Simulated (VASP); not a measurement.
Crystal: KInW2O6.

```
K In W O
1.0
     0.00000    4.04063    4.04063
     4.04063    0.00000    4.04063
     4.04063    4.04063    0.00000
K In W O
1 1 2 6
Direct
  0.00000 0.00000 0.00000
  0.50000 0.50000 0.50000
  0.25000 0.25000 0.25000
  0.75000 0.75000 0.75000
  0.50000 0.50000 0.00000
  0.00000 0.00000 0.50000
  0.00000 0.50000 0.50000
  0.50000 0.00000 0.00000
  0.50000 0.00000 0.50000
  0.00000 0.50000 0.00000
```

```yaml
Program: VASP 6.6.1
Task: relaxation of volume and atoms at fixed shape
Functional: LDA
Potentials_or_basis: VASP PAW LDA potentials, release 64 (K_sv, In_d, W_sv, O)
Cutoff: 600 eV
k_mesh: 5 × 5 × 5
Occupations: fermi-dirac, width 0.1 eV
Spin: no spin polarisation
```

At the start: pressure -17.6 GPa; volume 13.19 Å³/atom.

Q: Where does the relaxation end?

A: Over 4 steps the energy falls by 69.6 meV/atom and the volume is 12.03 Å³/atom (-8.8 %); space group Fm-3m (No. 225, to 0.1 Å) before and after.

Step by step:
| step | energy change (eV) | largest force (eV/Å) | pressure (GPa) | volume (Å³) |
| --- | --- | --- | --- | --- |
| 1 | 0.0000 | 0.0000 | -17.55 | 131.94 |
| 2 | 0.8164 | 0.0000 | 38.59 | 106.22 |
| 3 | -0.6949 | 0.0000 | -0.70 | 120.64 |
| 4 | -0.6956 | 0.0000 | -0.11 | 120.34 |

Final structure:
```
K In W O
1.0
     0.00000    3.91853    3.91853
     3.91853    0.00000    3.91853
     3.91853    3.91853    0.00000
K In W O
1 1 2 6
Direct
  0.00000 0.00000 0.00000
  0.50000 0.50000 0.50000
  0.25000 0.25000 0.25000
  0.75000 0.75000 0.75000
  0.50000 0.50000 0.00000
  0.00000 0.00000 0.50000
  0.00000 0.50000 0.50000
  0.50000 0.00000 0.00000
  0.50000 0.00000 0.50000
  0.00000 0.50000 0.00000
```
